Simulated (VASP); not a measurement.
Set up this calculation in VASP 6.6.1, as the native input.

| Item | Value |
| --- | --- |
| Task | relaxation of cell and atoms |
| Functional | LDA |
| Potentials or basis | VASP PAW LDA potentials, release 64 (Pt) |
| Cutoff | 600 eV |
| k mesh | 18 × 18 × 18 |
| Occupations | fermi-dirac, width 0.15 eV |
| Spin | no spin polarisation |
| Dipole correction | no |
| Further INCAR settings | ALGO = Normal; EDIFF = 1e-06; IBRION = 2; EDIFFG = -0.001; NSW = 80; ISIF = 3 |

The structure of Pt lies in POSCAR:

```
Pt
1.0
    0.0000000000      1.9468212131      1.9468212131
    1.9468212131      0.0000000000      1.9468212131
    1.9468212131      1.9468212131      0.0000000000
Pt
1
Direct
    0.0000000000      0.0000000000      0.0000000000
```

These files were run (other wordings do the same):

INCAR

```
PREC = Accurate
ENCUT = 600
EDIFF = 1E-6
ISMEAR = -1
SIGMA = 0.15
LREAL = F
LASPH = T
NELM = 60
ALGO = Normal
ISIF = 3
LWAVE = F
LCHARG = F
GGA = CA
IBRION = 2
NSW = 80
EDIFFG = -0.001
```

KPOINTS

```
Automatic mesh
0
Gamma
  18 18 18
```

Potentials or basis: VASP PAW LDA potentials, release 64 (Pt).

Run with:

```console
$ cat potpaw_LDA.64/Pt/POTCAR > POTCAR
$ mpirun -np 1 vasp_std > vasp.out
```

It gave:

The relaxed volume is 14.84 Å³/atom and the relaxed cell is a = 2.758 Å, b = 2.758 Å, c = 2.758 Å, α = 60.00°, β = 60.00°, γ = 60.00°. The space group after relaxing (to 0.1 Å) is Fm-3m (No. 225), the energy gained by relaxing is 0.4 meV/atom and the ionic steps are 3. The pressure after relaxing is 0.0 GPa and the band gap on the k mesh is zero (bands 5 and 6 overlap by 2.30 eV).

Caveat: spin-orbit coupling is left out, which moves the levels of the heavy elements.

Wall time 67 s on 1 thread of Intel Xeon 8259CL, on a shared host, peak memory 0.16 GiB.
